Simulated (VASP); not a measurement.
The system is C.

```
C
1.0
     0.00000    1.87924    1.59735
     1.87924    0.00000    1.59735
     1.87924    1.87924    0.00000
C
2
Direct
  0.50000 0.50000 0.50000
  0.75000 0.75000 0.75000
```

This cell differs from its parent crystal: ratio of the length along z to the lengths across it x 0.85, volume and fractional coordinates fixed.

Base run:

| Property | Result |
| --- | --- |
| Program | VASP 6.6.1 |
| Functional | r2SCAN |
| Potentials or basis | VASP PAW PBE potentials, release 64 (C) |
| Cutoff | 520 eV |
| k mesh | 12 × 12 × 12 |
| Occupations | gaussian, width 0.05 eV |
| Spin | no spin polarisation |

Its results: band gap on the k mesh 0.31 eV, indirect (least direct gap 3.25 eV); pressure 1.8 GPa.

Problem. The run is repeated on the same cell with these changes: potentials or basis from VASP PAW PBE potentials, release 64 (C) to VASP PAW PBE potentials, release 64 (C_h); cutoff from 520 eV to 910 eV. What comes out?

Solution. Band gap on the k mesh 0.34 eV, indirect (least direct gap 3.29 eV); pressure 0.0 GPa.

Caveats: the PAW data sets were made with another functional, which shifts forces and pressure a little; the cutoff is under 1.25 times the usual one of these potentials, so pressure, stress and relaxed cells hold a basis-set (Pulay) error (some runs).

A k mesh can miss the band edges.
